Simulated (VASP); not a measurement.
Runs of VASP 6.6.1 on BeS. It takes space group F-43m (No. 216, cubic). Conventional cell: a = 4.870 Å, b = 4.870 Å, c = 4.870 Å, α = 90.00°, β = 90.00°, γ = 90.00°. Be (site symmetry -43m) has 4 S at 2.11 Å within 2.8 Å. S (site symmetry -43m) has 4 Be at 2.11 Å within 2.8 Å. 

```csv
task,level,spin,cell,k mesh,cutoff (eV),smearing,gap on the mesh (eV),pressure (GPa)
relaxation of the atoms,PBE,"collinear, ferromagnetic start",atoms relaxed,"1 × 1 × 1, shifted",520,gaussian 0.1 eV,5.84,28.5
single point,PBE,off,as given,4 × 4 × 4,600,gaussian 0.1 eV,3.13,0.9
relaxation of the atoms,PBE,off,atoms relaxed,"1 × 1 × 1, shifted",520,gaussian 0.1 eV,5.84,28.5
single point,PBE,off,as given,8 × 8 × 8,600,gaussian 0.1 eV,3.14,0.4
single point,revPBE,off,as given,7 × 5 × 7,520,gaussian 0.1 eV,(b),(a)
single point,PBE+D3(BJ),off,as given,8 × 8 × 8,520,gaussian 0.1 eV,3.14,-3.1
single point,PBEsol,off,as given,8 × 8 × 8,600,gaussian 0.1 eV,2.96,-1.7
single point,PBE,off,as given,8 × 8 × 8,600,gaussian 0.01 eV,3.14,0.4
```

Alike in all rows: potentials or basis VASP PAW PBE potentials, release 64 (Be, S).

Problem. Fill in the values left out.

Solution. (a) 2.2; (b) 3.37.

Caveats: some runs use coarse meshes; the relaxation stopped at its first step, so nothing moved (some runs); the PAW data sets were made with another functional, which shifts forces and pressure a little (some runs); three body term missing (some runs).

A k mesh can miss the band edges.
